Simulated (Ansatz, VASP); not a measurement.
**Two plane-wave programs on Ta2N**

INCAR

```
SYSTEM = Ta2N
PREC = Accurate
ENCUT = 520
EDIFF = 1E-6
ISMEAR = 0
SIGMA = 0.15
LREAL = .FALSE.
LASPH = .TRUE.
NELM = 80
ALGO = Normal
ISIF = 2
LWAVE = .FALSE.
LCHARG = .TRUE.
LELF = .TRUE.
LVHAR = .TRUE.
NBANDS = 20
```

KPOINTS

```
Automatic mesh
0
G
  18 18 10
  0 0 0
```

Contents of POSCAR:

```
Ta2N
1.0
    3.0878211999      0.0000000000      0.0000000000
   -1.5439106000      2.6741316014      0.0000000000
    0.0000000000      0.0000000000      4.4557259914
Ta N
2 1
Direct
    0.6666666667      0.3333333333      0.7466885012
    0.3333333333      0.6666666667      0.2533114988
    0.0000000000      0.0000000000      0.0000000000
```

Input for Ansatz:

```yaml
crystal:
  lattice:
    - [3.0878211999, 0.0, 0.0]
    - [-1.5439106, 2.6741316014, 0.0]
    - [0.0, 0.0, 4.4557259914]
  atoms:
    - { symbol: Ta, position: [0.6666666667, 0.3333333333, 0.7466885012] }
    - { symbol: Ta, position: [0.3333333333, 0.6666666667, 0.2533114988] }
    - { symbol: "N", position: [0.0, 0.0, 0.0] }
basis:
  ecutwfc: 520.0
kpoints:
  mp_grid: { grid: [18, 18, 10] }
hamiltonian:
  xc: lda
  pseudopotentials: { kind: paw, azcp: { folder: soft_1 } }
scf:
  occupations: { method: gaussian, width: 0.15 }
output:
  forces: true
  stress: true
  eigenvalues: true
```

Alike in both runs: task single point; functional LDA; k mesh 18 × 18 × 10; occupations gaussian, width 0.15 eV; no spin polarisation.

|  | VASP | Ansatz |
| --- | --- | --- |
| version | VASP 6.6.1 | Ansatz 0.2.0 |
| potentials or method | VASP PAW LDA potentials, release 64 (Ta_pv, N), cutoff 520 eV | scalar-relativistic, plane waves, PAW |
| valence electrons in the cell | 27 | 31 |

|  | VASP | Ansatz | Ansatz less VASP |
| --- | --- | --- | --- |
| gap on the k mesh at the Fermi level (eV) | none | none | - |
| pressure (GPa) | 22.2 | 20.3 | -1.95 |
| traceless stress, the component that is largest in VASP (GPa) | 15.38 | 15.43 | +0.053 |
| rms of the force components (eV/Å) | 0.090 | 0.120 | +0.0299 |

Ansatz warns that its potentials were made for another functional, while VASP's fit it. LDA's correlation is that of Perdew and Zunger in VASP and of Perdew and Wang (1992) in Ansatz. Atom by atom the forces differ by 0.030 eV/Å (rms over components). A gap of «none» marks a metal or a gap that the smearing closes. VASP's potentials hold 27 valence electrons a cell and Ansatz's 31, so a difference there can come from the potentials and not from the codes.

Neither program's run includes spin-orbit coupling.
